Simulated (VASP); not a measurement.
A run of VASP 6.6.1 is set up as follows.

The input INCAR:

```
PREC = Accurate
ENCUT = 520
EDIFF = 1E-6
ISMEAR = -1
SIGMA = 0.05
LREAL = F
LASPH = T
NELM = 60
ALGO = Normal
ISIF = 2
LWAVE = F
LCHARG = F
GGA = PS
NBANDS = 30
```

Contents of KPOINTS:

```
Automatic mesh
0
Gamma
  4 4 4
```

File POSCAR:

```
In3Sb
1.0
    4.8369620000      0.0000000000      0.0000000000
    0.0000000000      4.8369620000      0.0000000000
    0.0000000000      0.0000000000      4.8369620000
In Sb
3 1
Direct
    0.5000000000      0.5000000000      0.0000000000
    0.5000000000      0.0000000000      0.5000000000
    0.0000000000      0.5000000000      0.5000000000
    0.0000000000      0.0000000000      0.0000000000
```

Potentials or basis: VASP PAW PBE potentials, release 64 (In_d, Sb).

The run is started by

```bash
$ cat potpaw_PBE.64/In_d/POTCAR potpaw_PBE.64/Sb/POTCAR > POTCAR
$ mpirun -np 1 vasp_std > vasp.out
```

Question: Estimate the pressure.

Answer: -3.2 GPa.

Question: Predict the band gap on the k mesh.

Answer: Zero (bands 22 and 23 overlap by 3.40 eV).

Caveat: the cell stands under tension; the PAW data sets were made with another functional, which shifts forces and pressure a little; spin-orbit coupling is left out, which moves the levels of the heavy elements.
